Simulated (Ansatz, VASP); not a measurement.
# Two plane-wave programs on Na

File INCAR:

```
SYSTEM = Na
PREC = Accurate
ENCUT = 520
EDIFF = 1E-7
ISMEAR = -1
SIGMA = 0.05
LREAL = .FALSE.
LASPH = .TRUE.
NELM = 60
ALGO = Normal
ISIF = 2
LWAVE = .FALSE.
LCHARG = .FALSE.
NBANDS = 10
```

Contents of KPOINTS:

```
regular mesh
0
G
  13 13 13
  0 0 0
```

The input POSCAR:

```
Na
1.0
    0.0000000000      2.5126848622      2.5126848622
    2.5126848622      0.0000000000      2.5126848622
    2.5126848622      2.5126848622      0.0000000000
Na
1
Direct
    0.0000000000      0.0000000000      0.0000000000
```

Input for Ansatz:

```yaml
crystal:
  lattice:
    - [0.0, 2.5126848622, 2.5126848622]
    - [2.5126848622, 0.0, 2.5126848622]
    - [2.5126848622, 2.5126848622, 0.0]
  atoms:
    - { symbol: Na, position: [0.0, 0.0, 0.0] }
kpoints:
  mp_grid: { grid: [13, 13, 13] }
scf:
  occupations: { method: fermi_dirac, width: 0.05 }
hamiltonian:
  xc: lda
  pseudopotentials: { kind: paw }
output:
  forces: true
  stress: true
  eigenvalues: true
  populations: true
```

Change from the starting cell: volume scaled by 0.95, PAW files.

Alike in both runs: task single point; functional LDA; k mesh 13 × 13 × 13; occupations fermi-dirac, width 0.05 eV; no spin polarisation.

```csv
,VASP,Ansatz
version,VASP 6.6.1,Ansatz 0.2.0
potentials or method,"VASP PAW LDA potentials, release 64 (Na_pv)","PAW with Ansatz's default frozen-core files, scalar-relativistic"
plane-wave cutoff (eV),520,420
valence electrons in the cell,7,9
```

|  | VASP | Ansatz | Ansatz less VASP |
| --- | --- | --- | --- |
| pressure (GPa) | 0.5 | 0.5 | +0.01 |

LDA's correlation is that of Perdew and Zunger in VASP and of Perdew and Wang (1992) in Ansatz. VASP's potentials hold 7 valence electrons a cell and Ansatz's 9, so a difference there can come from the potentials and not from the codes.
